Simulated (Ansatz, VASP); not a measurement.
This is a calculation of HfO2 for VASP 6.6.1.

Contents of INCAR:

```
PREC     = Accurate       # precision mode
ENCUT    = 600            # plane-wave cutoff, eV
EDIFF    = 1E-7           # SCF threshold, eV
ISMEAR   = -1             # smearing method
SIGMA    = 0.05           # smearing width, eV
LREAL    = False          # projectors in reciprocal space
LASPH    = True           # aspherical terms in the spheres
NELM     = 120            # most SCF steps
ALGO     = Normal         # electronic algorithm
ISIF     = 3              # what is computed and relaxed
LWAVE    = False          # write WAVECAR
LCHARG   = False          # write CHGCAR
GGA      = LIBXC          # functional
LIBXC1   = GGA_X_B88    
LIBXC2   = GGA_C_PBE    
IBRION   = 2              # ionic algorithm
NSW      = 60             # ionic steps
EDIFFG   = -0.01          # ionic threshold
GGA_COMPAT= False        
NELMIN   = 4
```

KPOINTS

```
regular mesh
0
Gamma
  5 5 5
```

POSCAR

```
HfO2
1.0
    5.1180000000      0.0000000000      0.0000000000
    0.0000000000      5.1857000000      0.0000000000
   -0.8586630598      0.0000000000      5.2138671406
Hf O
4 8
Direct
    0.2755000000      0.4603000000      0.7080000000
    0.7245000000      0.9603000000      0.7920000000
    0.7245000000      0.5397000000      0.2920000000
    0.2755000000      0.0397000000      0.2080000000
    0.0742000000      0.1684000000      0.8467000000
    0.9258000000      0.6684000000      0.6533000000
    0.9258000000      0.8316000000      0.1533000000
    0.0742000000      0.3316000000      0.3467000000
    0.4487000000      0.7419000000      0.9801000000
    0.5513000000      0.2419000000      0.5199000000
    0.5513000000      0.2581000000      0.0199000000
    0.4487000000      0.7581000000      0.4801000000
```

Potentials or basis: VASP PAW PBE potentials, release 64 (Hf_pv, O).

Run with:

```sh
$ cat potpaw_PBE.64/Hf_pv/POTCAR potpaw_PBE.64/O/POTCAR > POTCAR
$ mpirun -np 1 vasp_std > vasp.out
```

Question: Translate it to Ansatz 0.2.0. Potentials there: Ansatz PAW.

Answer: As run (the cutoff follows the program's own potentials):

input.yaml

```yaml
crystal:
  lattice:
    - [5.118, 0.0, 0.0]
    - [0.0, 5.1857, 0.0]
    - [-0.8586630598, 0.0, 5.2138671406]
  atoms:
    - { symbol: Hf, position: [0.2755, 0.4603, 0.708] }
    - { symbol: Hf, position: [0.7245, 0.9603, 0.792] }
    - { symbol: Hf, position: [0.7245, 0.5397, 0.292] }
    - { symbol: Hf, position: [0.2755, 0.0397, 0.208] }
    - { symbol: O, position: [0.0742, 0.1684, 0.8467] }
    - { symbol: O, position: [0.9258, 0.6684, 0.6533] }
    - { symbol: O, position: [0.9258, 0.8316, 0.1533] }
    - { symbol: O, position: [0.0742, 0.3316, 0.3467] }
    - { symbol: O, position: [0.4487, 0.7419, 0.9801] }
    - { symbol: O, position: [0.5513, 0.2419, 0.5199] }
    - { symbol: O, position: [0.5513, 0.2581, 0.0199] }
    - { symbol: O, position: [0.4487, 0.7581, 0.4801] }
hamiltonian:
  xc: { exchange: b88, correlation: pbe }
  pseudopotentials: { kind: paw }
kpoints:
  mp_grid: { grid: [5, 5, 5] }
scf:
  occupations: { method: fermi_dirac, width: 0.05 }
output:
  forces: true
  stress: true
relax:
  f_tol: 0.01
  max_steps: 40
  cell: { stress_tol: 0.05 }
```

Potentials or basis: Ansatz PAW.

Command:

```bash
$ ansatz run input.yaml --threads 2 --pin off --max-ram 5120MiB --backend cpu --events-out ev --progress --plain --runs-dir out
```

Both were run:

|  | VASP | Ansatz | Ansatz less VASP |
| --- | --- | --- | --- |
| relaxed volume (Å³/atom) | 11.63 | 11.80 | +0.171 |
| relaxed length of the cell vector where the two differ most in proportion (Å) | 5.318 | 5.347 | +0.0292 |

VASP's potentials were made for PBE, not for b88 exchange, pbe correlation. VASP's potentials hold 88 valence electrons a cell and Ansatz's 152, so a difference there can come from the potentials and not from the codes.

Neither program's run includes spin-orbit coupling. Noted on Ansatz's run: odd divisions of the mesh miss points on the zone boundary, where band edges often lie, so the gap on the mesh can be too wide; the plane-wave basis is chosen anew once the cell has moved, so the energies of steps on either side of that aren't comparable.
